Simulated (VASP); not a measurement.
Write the native input for VASP 6.6.1 that does the following.

| Item | Value |
| --- | --- |
| Task | single point |
| Functional | PBE |
| Potentials or basis | VASP PAW PBE potentials, release 64 (Mn_pv, S) |
| Cutoff | 520 eV |
| k mesh | 8 × 8 × 4 |
| Occupations | fermi-dirac, width 0.05 eV |
| Spin | collinear spin, ferromagnetic start |
| Starting moments | [4.0, 4.0, 0.0, 0.0] μB |
| Dipole correction | no |
| Further INCAR settings | ALGO = Normal; EDIFF = 1e-07; NBANDS = 31 |

The structure of MnS lies in POSCAR:

```
MnS
1.0
    4.0081826918      0.0000000000      0.0000000000
   -2.0040913459      3.4711880341      0.0000000000
    0.0000000000      0.0000000000      6.4659020895
Mn S
2 2
Direct
    0.6666666667      0.3333333333      0.5019788553
    0.3333333333      0.6666666667      1.0019788553
    0.3333333333      0.6666666667      0.6230201147
    0.6666666667      0.3333333333      0.1230201147
```

These files were run (other wordings do the same):

INCAR

```
SYSTEM = MnS
PREC = Accurate
ENCUT = 520
EDIFF = 1E-7
ISMEAR = -1
SIGMA = 0.05
LREAL = .False.
LASPH = .True.
NELM = 150
ALGO = Normal
ISIF = 2
LWAVE = .False.
LCHARG = .True.
ISPIN = 2
MAGMOM = 4 4 0 0
LORBIT = 11
LMAXMIX = 4
GGA = PE
LELF = .True.
LVHAR = .True.
NBANDS = 31
```

KPOINTS

```
regular mesh
0
Gamma
  8 8 4
  0 0 0
```

Potentials or basis: VASP PAW PBE potentials, release 64 (Mn_pv, S).

Launch:

```bash
$ cat potpaw_PBE.64/Mn_pv/POTCAR potpaw_PBE.64/S/POTCAR > POTCAR
$ mpirun -np 1 vasp_std > vasp.out
```

Results of the run:

```
Pressure                                              : 0.0 GPa
Band gap on the k mesh                                : zero (filled and empty bands overlap)
Net moment                                            : 9.96 μB per cell
Site moments                                          : Mn +4.37; S +0.10 μB
Valence electrons inside the program's atomic spheres : Mn 11.35; S 3.76
```

Caveat: semilocal functionals often make such compounds metallic where correlation or magnetic order opens a gap, which also shifts bond lengths; only a ferromagnetic start was run, and an antiferromagnetic order may lie lower in energy.

Run time: 3.9 min on 1 thread of Oxide Virtual Turin-like Processor, on a shared host, peak memory 0.27 GiB.
